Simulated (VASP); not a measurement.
# Ba (Fm-3m) in VASP: further runs, part 2 of 2

VASP 6.6.1.

### Step 3. Single point, BLYP (volume scaled by 0.88)

INCAR

```
PREC = Accurate
ENCUT = 520
EDIFF = 1E-7
ISMEAR = -1
SIGMA = 0.1
LREAL = False
LASPH = True
NELM = 100
ALGO = Normal
ISIF = 2
LWAVE = False
LCHARG = True
GGA = B5
ALDAX = 1.0
AGGAX = 1.0
AGGAC = 1.0
ALDAC = 0.0
LELF = True
LVHAR = True
NBANDS = 11
```

KPOINTS

```
Automatic mesh
0
Gamma
  10 10 10
```

POSCAR

```
Ba
1.0
    0.0000000000      3.0919750376      3.0919750376
    3.0919750376      0.0000000000      3.0919750376
    3.0919750376      3.0919750376      0.0000000000
Ba
1
Direct
    0.0000000000      0.0000000000      0.0000000000
```

Potentials or basis: VASP PAW PBE potentials, release 64 (Ba_sv).

Launch:

```bash
$ cat potpaw_PBE.64/Ba_sv/POTCAR > POTCAR
$ mpirun -np 1 vasp_std > vasp.out
```

OUTCAR:

```text
PREC = Accurate
   ENCUT = 520
   EDIFF = 1E-7
   ISMEAR = -1
   LREAL = False
   LASPH = True
   NELM = 100
   ISIF = 2
   GGA = B5

 ion  position               nearest neighbor table
   1  0.000  0.000  0.000-

  LATTYP: Found a face centered cubic cell.
 ALAT       =     6.1839500752

  Lattice vectors:

 A1 = (   0.0000000000,   3.0919750376,   3.0919750376)
 A2 = (   3.0919750376,   0.0000000000,   3.0919750376)
 A3 = (   3.0919750376,   3.0919750376,   0.0000000000)

Analysis of symmetry for initial positions (statically):
=====================================================================
 Subroutine PRICEL returns:
 Original cell was already a primitive cell.

 Routine SETGRP: Setting up the symmetry group for a
 face centered cubic supercell.

 Subroutine GETGRP returns: Found 48 space group operations
 (whereof 48 operations were pure point group operations)
 out of a pool of 48 trial point group operations.

The static configuration has the point symmetry O_h .

Analysis of symmetry for dynamics (positions and initial velocities):
=====================================================================
 Subroutine PRICEL returns:
 Original cell was already a primitive cell.

 Routine SETGRP: Setting up the symmetry group for a
 face centered cubic supercell.

 Subroutine GETGRP returns: Found 48 space group operations
 (whereof 48 operations were pure point group operations)
 out of a pool of 48 trial point group operations.

The dynamic configuration has the point symmetry O_h .

 Subroutine INISYM returns: Found 48 space group operations
 (whereof 48 operations are pure point group operations),
 and found     1 'primitive' translations

----------------------------------------------------------------------------------------

                                     Primitive cell

  volume of cell :      59.1205

  direct lattice vectors                    reciprocal lattice vectors
     0.000000000  3.091975038  3.091975038    -0.161708938  0.161708938  0.161708938
     3.091975038  0.000000000  3.091975038     0.161708938 -0.161708938  0.161708938
     3.091975038  3.091975038  0.000000000     0.161708938  0.161708938 -0.161708938

  length of vectors
     4.372713033  4.372713033  4.372713033     0.280088097  0.280088097  0.280088097

  position of ions in fractional coordinates (direct lattice)
     0.000000000  0.000000000  0.000000000

  ion indices of the primitive-cell ions
   primitive index   ion index
                 1           1

----------------------------------------------------------------------------------------

 KPOINTS: Automatic mesh

Automatic generation of k-mesh.
 Grid dimensions read from file:
 generate k-points for:   10   10   10

 Generating k-lattice:

  Cartesian coordinates                     Fractional coordinates (reciprocal lattice)
    -0.016170894  0.016170894  0.016170894     0.100000000  0.000000000  0.000000000
     0.016170894 -0.016170894  0.016170894     0.000000000  0.100000000  0.000000000
     0.016170894  0.016170894 -0.016170894     0.000000000  0.000000000  0.100000000

  Length of vectors
     0.028008810  0.028008810  0.028008810

  Shift w.r.t. Gamma in fractional coordinates (k-lattice)
     0.000000000  0.000000000  0.000000000

 Subroutine IBZKPT returns following result:
 ===========================================

 Found     47 irreducible k-points:

 Following reciprocal coordinates:
            Coordinates               Weight
  0.000000  0.000000  0.000000      1.000000
  0.100000  0.000000  0.000000      8.000000
  0.200000  0.000000  0.000000      8.000000
  0.300000  0.000000  0.000000      8.000000
  0.400000  0.000000  0.000000      8.000000
  0.500000  0.000000  0.000000      4.000000
[... 16 lines left out ...]
  0.300000  0.300000  0.000000      6.000000
  0.400000  0.300000  0.000000     24.000000
 [... further k-points ...]
   k-points           NKPTS =     47   k-points in BZ     NKDIM =     47   number of bands    NBANDS=     11
   number of dos      NEDOS =    301   number of ions     NIONS =      1
   total plane-waves  NPLWV =  46656
   dimension x,y,z NGX =    36 NGY =   36 NGZ =   36
   dimension x,y,z NGXF=    72 NGYF=   72 NGZF=   72
   ions per type =               1
   NGX,Y,Z   is equivalent  to a cutoff of  13.69, 13.69, 13.69 a.u.
   NGXF,Y,Z  is equivalent  to a cutoff of  27.37, 27.37, 27.37 a.u.
 SYSTEM =  unknown system
   PREC   = accura    normal or accurate (medium, high low for compatibility)
   ISTART =      0    job   : 0-new  1-cont  2-samecut
   ICHARG =      2    charge: 1-file 2-atom 10-const
   ISPIN  =      1    spin polarized calculation?
   LNONCOLLINEAR =      F non collinear calculations
   LSORBIT =      F    spin-orbit coupling
   LASPH  =      T    aspherical Exc in radial PAW
   ENCUT  =  520.0 eV  38.22 Ry    6.18 a.u.   8.13  8.13  8.13*2*pi/ulx,y,z
   NELM   =    100;   NELMIN=  2; NELMDL= -5     # of ELM steps
   EDIFF  = 0.1E-06   stopping-criterion for ELM
   LREAL  =      F    real-space projection
   EDIFFG = 0.1E-05   stopping-criterion for IOM
   NSW    =      0    number of steps for IOM
   IBRION =     -1    ionic relax: 0-MD 1-quasi-New 2-CG
   NFREE  =      0    steps in history (QN), initial steepest desc. (CG)
   ISIF   =      2    stress and relaxation
   ISYM   =      2    0-nonsym 1-usesym 2-fastsym
   POTIM  = 0.5000    time-step for ionic-motion
   TEBEG  =    0.0;   TEEND  =   0.0 temperature during run
   PSTRESS=    0.0 pullay stress
   NELECT =      10.0000    total number of electrons
   NUPDOWN=      -1.0000    fix difference up-down
   EMIN   =  10.00;   EMAX   =-10.00  energy-range for DOS
   EFERMI =   0.00;   METHOD = LEGACY
   ISMEAR =    -1;   SIGMA  =   0.10  broadening in eV -4-tet -1-fermi 0-gaus
   EFERMI_NEDOS =   21; number of points for ismear=-14 and -15
   IALGO  =     38    algorithm
   IMIX   =      4    mixing-type and parameters
     AMIX     =   0.40;   BMIX     =  1.00
     AMIX_MAG =   1.60;   BMIX_MAG =  1.00
  volume/ion in A,a.u.               =      59.12       398.96
  Fermi-wavevector in a.u.,A,eV,Ry     =   0.905376  1.710912 11.152767  0.819705
  Thomas-Fermi vector in A             =   2.028936
   LORBIT       =      0    0 simple, 1 ext, 2 COOP (PROOUT), +10 PAW based schemes
   GGA     = B5    functional components
   LHFCALC =     F    Hartree Fock is set to
   AEXX    =    0.0000 exact exchange contribution
   IVDW    =     0    specifies the selected vdW correction
   LEPSILON=     F    determine dielectric tensor
   LRPA    =     F    only Hartree local field effects (RPA)
 non-spin polarized calculation
  energy-cutoff  :      520.00
  volume of cell :       59.12
 maximum number of plane-waves:      1639
 NGX is ok and might be reduce to    36
   NGX = 17   NGY = 17   NGZ = 17

 number of electron      10.0000000 magnetization

 Free energy of the ion-electron system (eV)
  ---------------------------------------------------
  ext. energy  EPLUGINS =         0.00000000
  ---------------------------------------------------
  free energy    TOTEN  =        -1.22813398 eV

  energy without entropy =       -1.17033781  energy(sigma->0) =       -1.19923590

 E-fermi :   2.3900     XC(G=0):  -7.1235

 val. band max:        2.3875202523   @ k =  -0.3000   0.4000   0.2000
 cond. band min:       2.4013099179   @ k =  -0.3000   0.3000   0.1000
 fundamental gap:      0.0137896656
 Fermi energy:         2.3899924358

 k-point     1 :       0.0000    0.0000    0.0000
  band No.  band energies     occupation
      1     -26.4653      2.00000
      2     -11.4384      2.00000
      3     -11.4384      2.00000
      4     -11.4384      2.00000
      5      -0.3428      2.00000
      6       4.1112      0.00000
      7       4.1112      0.00000
      8       4.1112      0.00000
      9       5.7295      0.00000
     10       5.7295      0.00000
     11       8.6824      0.00000
[... 309 lines left out ...]
 k-point    24 :       0.4000    0.3000    0.0000
  band No.  band energies     occupation
      1     -26.4085      2.00000
      2     -11.8681      2.00000
      3     -11.6118      2.00000
      4     -11.5933      2.00000
      5       1.6122      1.99916
      6       2.4755      0.59690
      7       3.8531      0.00000
      8       5.6267      0.00000
      9       6.1989      0.00000
     10       6.9065      0.00000
     11       9.6915      0.00000

 [... further k-points ...]

------------------------ aborting loop because EDIFF is reached ----------------------------------------

  FORCE on cell =-STRESS in cart. coord.  units (eV):
  Direction    XX          YY          ZZ          XY          YZ          ZX
  --------------------------------------------------------------------------------------
  -------------------------------------------------------------------------------------
  Total        0.4789491      0.4789491      0.4789491     -0.0000000      0.0000000     -0.0000000
  in kB       12.9796216     12.9796216     12.9796216     -0.0000000      0.0000000     -0.0000000
  external PRESSURE =      12.9796216 kB  Pullay stress =       0.0000000 kB

 VOLUME and BASIS-vectors are now :
 -----------------------------------------------------------------------------
  energy-cutoff  :      520.00
  volume of cell :       59.12
      direct lattice vectors                 reciprocal lattice vectors
     0.000000000  3.091975038  3.091975038    -0.161708938  0.161708938  0.161708938
     3.091975038  0.000000000  3.091975038     0.161708938 -0.161708938  0.161708938
     3.091975038  3.091975038  0.000000000     0.161708938  0.161708938 -0.161708938

 POSITION                                       TOTAL-FORCE (eV/Angst)
 -----------------------------------------------------------------------------------
      0.00000      0.00000      0.00000         0.000000      0.000000     -0.000000
 -----------------------------------------------------------------------------------
    total drift:                               -0.000000     -0.000000     -0.000000

  FREE ENERGIE OF THE ION-ELECTRON SYSTEM (eV)
  ---------------------------------------------------
  free  energy   TOTEN  =        -1.2281339846 eV

  energy  without entropy=       -1.1703378125  energy(sigma->0) =       -1.19923590
```

It took 76 s on 1 thread of AMD EPYC 7R43 (Zen 3), shared host; peak memory 0.17 GiB.

Results:

- Free energy: -1.2281 eV
- Pressure: 1.3 GPa
- Band gap on the k mesh: zero (band 5 reaches 2.41 eV, above the bottom of band 6 at 2.12 eV)

Levels at points of the mesh, in eV from the Fermi level:
| k point | band 3 | band 4 | band 5 | band 6 | band 7 | band 8 |
| --- | --- | --- | --- | --- | --- | --- |
| (0.00, 0.00, 0.00) | -13.83 | -13.83 | -2.73 | 1.72 | 1.72 | 1.72 |
| (0.50, 0.00, 0.00) | -13.90 | -13.90 | -0.97 | 1.41 | 1.57 | 1.57 |
| (0.50, 0.50, 0.00) | -14.03 | -14.03 | -0.90 | -0.27 | 2.49 | 4.62 |

Caveat: the PAW data sets were made with another functional, which shifts forces and pressure a little; spin-orbit coupling is left out, which moves the levels of the heavy elements.

### Step 4. Single point, BLYP (volume scaled by 0.92)

INCAR

```
SYSTEM = Ba
AGGAC = 1.0
AGGAX = 1.0
ALDAC = 0.0
ALDAX = 1.0
ALGO = Normal
EDIFF = 1E-7
ENCUT = 520
GGA = B5
ISIF = 2
ISMEAR = -1
LASPH = .TRUE.
LCHARG = .FALSE.
LREAL = .FALSE.
LWAVE = .FALSE.
NBANDS = 11
NELM = 80
PREC = Accurate
SIGMA = 0.1
```

KPOINTS

```
k-points
0
G
  10 10 10
  0 0 0
```

POSCAR

```
Ba
1.0
    0.0000000000      3.1381307235      3.1381307235
    3.1381307235      0.0000000000      3.1381307235
    3.1381307235      3.1381307235      0.0000000000
Ba
1
Direct
    0.0000000000      0.0000000000      0.0000000000
```

Launch:

```bash
$ cat potpaw_PBE.64/Ba_sv/POTCAR > POTCAR
$ mpirun -np 1 vasp_std > vasp.out
```

Run time: 76 s. Hardware: 1 thread of AMD EPYC 7R43 (Zen 3), shared host; peak memory 0.17 GiB.

It converged, with:

```yaml
Free_energy: -1.2459 eV
Pressure: 0.8 GPa
Band_gap_on_the_k_mesh: zero (band 5 reaches 2.24 eV, above the bottom of band 6 at 2.00 eV)
```

Levels at points of the mesh, in eV from the Fermi level:
```tsv
k point	band 2	band 3	band 4	band 5	band 6	band 7	band 8	band 9
(0.00, 0.00, 0.00)	-13.92	-13.92	-13.92	-2.72	1.67	1.67	1.67	3.21
(0.50, 0.00, 0.00)	-14.41	-13.99	-13.99	-0.96	1.27	1.53	1.53	4.41
(0.50, 0.50, 0.00)	-14.38	-14.10	-14.10	-0.84	-0.23	2.30	4.42	4.78
```

Caveat: the PAW data sets were made with another functional, which shifts forces and pressure a little; spin-orbit coupling is left out, which moves the levels of the heavy elements.

### Step 5. The runs side by side

```csv
cell,k mesh,gap on the mesh (eV),pressure (GPa)
"a = 4.563 Å, angles 60.0°, 1 atom",9 × 9 × 9,none,0.1
"a = 4.373 Å, angles 60.0°, 1 atom",10 × 10 × 10,none,1.3
"a = 4.438 Å, angles 60.0°, 1 atom",10 × 10 × 10,none,0.8
```

Alike in all rows: task single point; level BLYP; potentials or basis VASP PAW PBE potentials, release 64 (Ba_sv); no spin polarisation; cutoff (eV) 520; smearing fermi-dirac 0.1 eV.

Caveats: the PAW data sets were made with another functional, which shifts forces and pressure a little; spin-orbit coupling is left out, which moves the levels of the heavy elements.

Absolute energies hang on the potentials; compare differences alone.
